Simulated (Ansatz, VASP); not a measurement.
One calculation of Zn, two programs

```
Zn
1.0
     2.51370    0.00000    0.00000
     0.00000    2.51370    0.00000
     0.00000    0.00000    2.51370
Zn
1
Direct
  0.00000 0.00000 0.00000
```

Alike in both runs: task relaxation of cell and atoms; functional PBE; k mesh 6 × 6 × 6; occupations gaussian, width 0.1 eV; no spin polarisation.

|  | VASP | Ansatz |
| --- | --- | --- |
| version | VASP 6.6.1 | Ansatz 0.2.0 |
| potentials or method | VASP PAW PBE potentials, release 64 (Zn), cutoff 600 eV | scalar-relativistic, plane waves, PAW |
| valence electrons in the cell | 12 | 12 |

|  | VASP | Ansatz | Ansatz less VASP |
| --- | --- | --- | --- |
| gap on the k mesh at the Fermi level, each at its own relaxed structure (eV) | none | none | - |
| relaxed volume (Å³/atom) | 18.97 | 18.93 | -0.042 |
| relaxed cell length with the largest relative difference (Å) | 2.667 | 2.665 | -0.0020 |

A gap of «none» marks a metal or a gap that the smearing closes.

The k mesh is coarse, so the values compare programs but aren't converged. Noted on VASP's run: the volume moved by over 15 % at a fixed basis, so the end points are rough.
